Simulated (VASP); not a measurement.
# Ge (Cmcm) in VASP: a series of runs

Runs on Ge. Level: PBEsol. Tasks: single point.

Program: VASP 6.6.1. These are calculated values, not measurements. Logs are shortened: lines on timing, memory, paths and dates and some standing lists are left out, and cuts for length are marked.

### 1 The cell of the first run

Symmetry: Cmcm, No. 63, orthorhombic system. The conventional cell has a = 3.997 Å, b = 7.027 Å, c = 6.596 Å, α = 90.00°, β = 90.00°, γ = 90.00°. Within 3.2 Å of Ge (site symmetry m) lie 4 Ge at 2.46 to 2.48 Å.

### 2 Single point, PBEsol (strain +0.0150 x Voigt [0, 1, 0, 0, 0, 0])

INCAR reads:

```
SYSTEM = Ge
ALGO = Normal ; EDIFF = 1E-6
ENCUT = 520 ; GGA = PS
ISIF = 2 ; ISMEAR = 0
LASPH = .True. ; LCHARG = .False.
LREAL = .False. ; LWAVE = .False.
NBANDS = 36 ; NELM = 80
PREC = Accurate ; SIGMA = 0.15
```

KPOINTS reads:

```
k-points
0
Gamma
  12 12 8
  0 0 0
```

POSCAR reads:

```
Ge
1.0
    3.9969678618      0.0000000000      0.0000000000
   -1.9984839309      3.5133978420      0.0000000000
    0.0000000000      0.0000000000      6.5963651449
Ge
4
Direct
    0.6666666667      0.3333333333      0.0629118567
    0.3333333333      0.6666666667      0.5629118567
    0.6666666667      0.3333333333      0.4370881433
    0.3333333333      0.6666666667      0.9370881433
```

Potentials or basis: VASP PAW PBE potentials, release 64 (Ge_d).

On the command line:

```sh
$ cat potpaw_PBE.64/Ge_d/POTCAR > POTCAR
$ mpirun -np 1 vasp_std > vasp.out
```

OUTCAR:

```text
SYSTEM = Ge
   EDIFF = 1E-6
   ENCUT = 520
   GGA = PS
   ISIF = 2
   ISMEAR = 0
   LASPH = .True.
   LREAL = .False.
   NELM = 80
   PREC = Accurate

 ion  position               nearest neighbor table
   1  0.667  0.333  0.063-   4 2.46   4 2.46   3 2.47   4 2.48
   2  0.333  0.667  0.563-   3 2.46   3 2.46   4 2.47   3 2.48
   3  0.667  0.333  0.437-   2 2.46   2 2.46   1 2.47   2 2.48
   4  0.333  0.667  0.937-   1 2.46   1 2.46   2 2.47   1 2.48

  LATTYP: Found a base centered orthorhombic cell.
 ALAT       =     3.9969678618
 B/A-ratio  =     1.7580315697
 C/A-ratio  =     1.6503423027

  Lattice vectors:

 A1 = (   1.9984839309,  -3.5133978420,   0.0000000000)
 A2 = (   1.9984839309,   3.5133978420,   0.0000000000)
 A3 = (   0.0000000000,   0.0000000000,   6.5963651449)

Analysis of symmetry for initial positions (statically):
=====================================================================
 Subroutine PRICEL returns:
 Original cell was already a primitive cell.

 Routine SETGRP: Setting up the symmetry group for a
 base centered orthorhombic supercell.

 Subroutine GETGRP returns: Found  8 space group operations
 (whereof  4 operations were pure point group operations)
 out of a pool of  8 trial point group operations.

The static configuration has the point symmetry C_2h.
 The point group associated with its full space group is D_2h.

Analysis of symmetry for dynamics (positions and initial velocities):
=====================================================================
 Subroutine PRICEL returns:
 Original cell was already a primitive cell.

 Routine SETGRP: Setting up the symmetry group for a
 base centered orthorhombic supercell.

 Subroutine GETGRP returns: Found  8 space group operations
 (whereof  4 operations were pure point group operations)
 out of a pool of  8 trial point group operations.

The dynamic configuration has the point symmetry C_2h.
 The point group associated with its full space group is D_2h.

 Subroutine INISYM returns: Found  8 space group operations
 (whereof  4 operations are pure point group operations),
 and found     1 'primitive' translations

----------------------------------------------------------------------------------------

                                     Primitive cell

  volume of cell :      92.6323

  direct lattice vectors                    reciprocal lattice vectors
     3.996967862  0.000000000  0.000000000     0.250189652  0.142312378  0.000000000
    -1.998483931  3.513397842  0.000000000     0.000000000  0.284624755  0.000000000
     0.000000000  0.000000000  6.596365145     0.000000000  0.000000000  0.151598642

  length of vectors
     3.996967862  4.042017122  6.596365145     0.287832720  0.284624755  0.151598642

  position of ions in fractional coordinates (direct lattice)
     0.666666667  0.333333333  0.062911857
     0.333333333  0.666666667  0.562911857
     0.666666667  0.333333333  0.437088143
     0.333333333  0.666666667  0.937088143

  ion indices of the primitive-cell ions
   primitive index   ion index
                 1           1
                 2           2
                 3           3
                 4           4

----------------------------------------------------------------------------------------

 KPOINTS: k-points

Automatic generation of k-mesh.
 Grid dimensions read from file:
 generate k-points for:   12   12    8

 Generating k-lattice:

  Cartesian coordinates                     Fractional coordinates (reciprocal lattice)
     0.020849138  0.011859365  0.000000000     0.083333333  0.000000000  0.000000000
     0.000000000  0.023718730  0.000000000     0.000000000  0.083333333  0.000000000
     0.000000000  0.000000000  0.018949830     0.000000000  0.000000000  0.125000000

  Length of vectors
     0.023986060  0.023718730  0.018949830

  Shift w.r.t. Gamma in fractional coordinates (k-lattice)
     0.000000000  0.000000000  0.000000000

 Subroutine IBZKPT returns following result:
 ===========================================

 Found    215 irreducible k-points:

 Following reciprocal coordinates:
            Coordinates               Weight
  0.000000  0.000000  0.000000      1.000000
  0.083333  0.000000  0.000000      4.000000
  0.166667  0.000000  0.000000      4.000000
  0.250000  0.000000  0.000000      4.000000
  0.333333  0.000000  0.000000      4.000000
  0.416667  0.000000  0.000000      4.000000
[... 16 lines left out ...]
  0.333333  0.166667  0.000000      4.000000
  0.416667  0.166667  0.000000      4.000000
 [... further k-points ...]
   k-points           NKPTS =    215   k-points in BZ     NKDIM =    215   number of bands    NBANDS=     36
   number of dos      NEDOS =    301   number of ions     NIONS =      4
   total plane-waves  NPLWV =  45000
   dimension x,y,z NGX =    30 NGY =   30 NGZ =   50
   dimension x,y,z NGXF=    60 NGYF=   60 NGZF=  100
   ions per type =               4
   NGX,Y,Z   is equivalent  to a cutoff of  12.48, 12.34, 12.60 a.u.
   NGXF,Y,Z  is equivalent  to a cutoff of  24.96, 24.68, 25.20 a.u.
 SYSTEM =  Ge
   PREC   = accura    normal or accurate (medium, high low for compatibility)
   ISTART =      0    job   : 0-new  1-cont  2-samecut
   ICHARG =      2    charge: 1-file 2-atom 10-const
   ISPIN  =      1    spin polarized calculation?
   LNONCOLLINEAR =      F non collinear calculations
   LSORBIT =      F    spin-orbit coupling
   LASPH  =      T    aspherical Exc in radial PAW
   ENCUT  =  520.0 eV  38.22 Ry    6.18 a.u.   7.43  7.52 12.26*2*pi/ulx,y,z
   NELM   =     80;   NELMIN=  2; NELMDL= -5     # of ELM steps
   EDIFF  = 0.1E-05   stopping-criterion for ELM
   LREAL  =      F    real-space projection
   EDIFFG = 0.1E-04   stopping-criterion for IOM
   NSW    =      0    number of steps for IOM
   IBRION =     -1    ionic relax: 0-MD 1-quasi-New 2-CG
   NFREE  =      0    steps in history (QN), initial steepest desc. (CG)
   ISIF   =      2    stress and relaxation
   ISYM   =      2    0-nonsym 1-usesym 2-fastsym
   POTIM  = 0.5000    time-step for ionic-motion
   TEBEG  =    0.0;   TEEND  =   0.0 temperature during run
   PSTRESS=    0.0 pullay stress
   NELECT =      56.0000    total number of electrons
   NUPDOWN=      -1.0000    fix difference up-down
   EMIN   =  10.00;   EMAX   =-10.00  energy-range for DOS
   EFERMI =   0.00;   METHOD = LEGACY
   ISMEAR =     0;   SIGMA  =   0.15  broadening in eV -4-tet -1-fermi 0-gaus
   EFERMI_NEDOS =   21; number of points for ismear=-14 and -15
   IALGO  =     38    algorithm
   IMIX   =      4    mixing-type and parameters
     AMIX     =   0.40;   BMIX     =  1.00
     AMIX_MAG =   1.60;   BMIX_MAG =  1.00
  volume/ion in A,a.u.               =      23.16       156.28
  Fermi-wavevector in a.u.,A,eV,Ry     =   1.384257  2.615866 26.071027  1.916166
  Thomas-Fermi vector in A             =   2.508778
   LORBIT       =      0    0 simple, 1 ext, 2 COOP (PROOUT), +10 PAW based schemes
   GGA     = PS    functional components
   LHFCALC =     F    Hartree Fock is set to
   AEXX    =    0.0000 exact exchange contribution
   IVDW    =     0    specifies the selected vdW correction
   LEPSILON=     F    determine dielectric tensor
   LRPA    =     F    only Hartree local field effects (RPA)
 non-spin polarized calculation
 Gauss-broadening in eV      SIGMA  =   0.15
  energy-cutoff  :      520.00
  volume of cell :       92.63
 maximum number of plane-waves:      2531
 NGX is ok and might be reduce to    30
   NGX = 15   NGY = 15   NGZ = 25

 number of electron      56.0000021 magnetization

 Free energy of the ion-electron system (eV)
  ---------------------------------------------------
  ext. energy  EPLUGINS =         0.00000000
  ---------------------------------------------------
  free energy    TOTEN  =       -19.67495460 eV

  energy without entropy =      -19.67343220  energy(sigma->0) =      -19.67419340

 E-fermi :   4.7167     XC(G=0): -10.0158

 val. band max:        4.6890762228   @ k =   0.0000   0.0833   0.0000
 cond. band min:       4.7338846877   @ k =   0.0000   0.0000   0.1250
 fundamental gap:      0.0448084649
 Fermi energy:         4.7167158209

 k-point     1 :       0.0000    0.0000    0.0000
  band No.  band energies     occupation
      1     -20.1298      2.00000
      2     -20.1206      2.00000
      3     -20.0944      2.00000
      4     -20.0923      2.00000
      5     -20.0811      2.00000
      6     -20.0807      2.00000
[... 28 lines left out ...]
     35       9.2835      0.00000
     36      10.5967      0.00000

 k-point     2 :       0.0833    0.0000    0.0000
  band No.  band energies     occupation
      1     -20.1337      2.00000
      2     -20.1229      2.00000
      3     -20.0986      2.00000
      4     -20.0929      2.00000
      5     -20.0831      2.00000
      6     -20.0743      2.00000
[... 28 lines left out ...]
     35       9.4851      0.00000
     36      11.0275      0.00000

 k-point     3 :       0.1667    0.0000    0.0000
  band No.  band energies     occupation
      1     -20.1411      2.00000
      2     -20.1266      2.00000
      3     -20.1066      2.00000
      4     -20.0949      2.00000
      5     -20.0857      2.00000
      6     -20.0645      2.00000
[... 28 lines left out ...]
     35      10.2887      0.00000
     36      10.4254      0.00000
[... 742 lines left out ...]
 k-point    23 :       0.3333    0.1667    0.0000
  band No.  band energies     occupation
      1     -20.1472      2.00000
      2     -20.1408      2.00000
      3     -20.1311      2.00000
      4     -20.1198      2.00000
      5     -20.0470      2.00000
      6     -20.0314      2.00000
[... 28 lines left out ...]
     35      11.3427      0.00000
     36      12.1830      0.00000

 k-point    24 :       0.4167    0.1667    0.0000
  band No.  band energies     occupation
      1     -20.1443      2.00000
      2     -20.1415      2.00000
      3     -20.1353      2.00000
      4     -20.1201      2.00000
      5     -20.0415      2.00000
      6     -20.0209      2.00000
[... 28 lines left out ...]
     35      12.0471      0.00000
     36      12.4221      0.00000

 [... further k-points ...]

------------------------ aborting loop because EDIFF is reached ----------------------------------------

  FORCE on cell =-STRESS in cart. coord.  units (eV):
  Direction    XX          YY          ZZ          XY          YZ          ZX
  --------------------------------------------------------------------------------------
  -------------------------------------------------------------------------------------
  Total       -0.2932195     -1.4090989     -0.1527990      0.0000000      0.0000000      0.0000000
  in kB       -5.0715511    -24.3719003     -2.6428248      0.0000000      0.0000000      0.0000000
  external PRESSURE =     -10.6954254 kB  Pullay stress =       0.0000000 kB

 VOLUME and BASIS-vectors are now :
 -----------------------------------------------------------------------------
  energy-cutoff  :      520.00
  volume of cell :       92.63
      direct lattice vectors                 reciprocal lattice vectors
     3.996967862  0.000000000  0.000000000     0.250189652  0.142312378  0.000000000
    -1.998483931  3.513397842  0.000000000     0.000000000  0.284624755  0.000000000
     0.000000000  0.000000000  6.596365145     0.000000000  0.000000000  0.151598642

 POSITION                                       TOTAL-FORCE (eV/Angst)
 -----------------------------------------------------------------------------------
      1.99848      1.17113      0.41499         0.000000     -0.097120     -0.074667
     -0.00000      2.34227      3.71317         0.000000      0.097120     -0.074667
      1.99848      1.17113      2.88319         0.000000     -0.097120      0.074667
     -0.00000      2.34227      6.18138         0.000000      0.097120      0.074667
 -----------------------------------------------------------------------------------
    total drift:                                0.000000     -0.000000      0.000000

  FREE ENERGIE OF THE ION-ELECTRON SYSTEM (eV)
  ---------------------------------------------------
  free  energy   TOTEN  =       -19.6749546001 eV

  energy  without entropy=      -19.6734321993  energy(sigma->0) =      -19.67419340
```

It took 3.7 min on 1 thread of Intel Xeon 6975P-C (Granite Rapids), shared host; peak memory 0.56 GiB.

Results:

```
Free energy            : -19.6750 eV
Pressure               : -1.1 GPa
Largest force          : 0.123 eV/Å
Band gap on the k mesh : zero (band 28 reaches 4.69 eV, above the bottom of band 29 at 4.65 eV)
```

Forces on the atoms (eV/Å):
```
Ge   0.000 -0.097 -0.075
Ge   0.000  0.097 -0.075
Ge   0.000 -0.097  0.075
Ge   0.000  0.097  0.075
```

Caveat: the cell differs from its parent crystal (strain +0.0150 x Voigt [0, 1, 0, 0, 0, 0]); the PAW data sets were made with another functional, which shifts forces and pressure a little.

### 3 Single point, PBEsol (strain +0.0175 x Voigt [0, 1, 0, 0, 0, 0])

INCAR reads:

```
PREC = Accurate
ENCUT = 520
EDIFF = 1E-6
ISMEAR = 0
SIGMA = 0.15
LREAL = False
LASPH = True
NELM = 60
ALGO = Normal
ISIF = 2
LWAVE = False
LCHARG = False
GGA = PS
NBANDS = 36
```

KPOINTS reads:

```
regular mesh
0
Gamma
  12 12 8
```

Edit POSCAR of step 2 so:

```diff
@@ -3,3 +3,3 @@
     3.9969678618      0.0000000000      0.0000000000
-   -1.9984839309      3.5133978420      0.0000000000
+   -1.9984839309      3.5220515313      0.0000000000
     0.0000000000      0.0000000000      6.5963651449
```

Potentials or basis: VASP PAW PBE potentials, release 64 (Ge_d).

On the command line:

```sh
$ cat potpaw_PBE.64/Ge_d/POTCAR > POTCAR
$ mpirun -np 1 vasp_std > vasp.out
```

It took 3.8 min on 1 thread of Intel Xeon 6975P-C (Granite Rapids), shared host; peak memory 0.56 GiB.

It converged, with:

| Quantity | Value |
| --- | --- |
| Free energy | -19.6713 eV |
| Pressure | -1.2 GPa |
| Largest force | 0.140 eV/Å |
| Band gap on the k mesh | zero (band 28 reaches 4.67 eV, above the bottom of band 29 at 4.61 eV) |

Forces in eV/Å, atoms in the order of the input:
```
Ge   0.000 -0.111 -0.085
Ge   0.000  0.111 -0.085
Ge   0.000 -0.111  0.085
Ge   0.000  0.111  0.085
```

Stress tensor (GPa, compression positive):
```
-0.57  0.00  0.00
 0.00 -2.80  0.00
 0.00  0.00 -0.28
```

Levels at points of the mesh, in eV from the Fermi level:
```csv
k point,band 26,band 27,band 28,band 29,band 30,band 31
"(0.00, 0.00, 0.00)",-0.29,-0.20,-0.17,0.07,0.13,2.10
"(0.50, 0.00, 0.00)",-3.12,-2.81,-1.47,0.37,1.50,3.47
"(0.00, 0.50, 0.00)",-2.97,-2.81,-1.33,0.53,1.68,3.51
"(0.00, 0.00, 0.50)",-0.92,-0.86,-0.86,0.51,0.51,3.21
"(0.50, 0.00, 0.50)",-2.51,-2.44,-2.44,0.41,0.41,2.06
"(0.00, 0.50, 0.50)",-2.53,-2.31,-2.31,0.52,0.52,2.09
```

Caveat: the cell differs from its parent crystal (strain +0.0175 x Voigt [0, 1, 0, 0, 0, 0]); the PAW data sets were made with another functional, which shifts forces and pressure a little.

(Continued in part 2 of 2.)
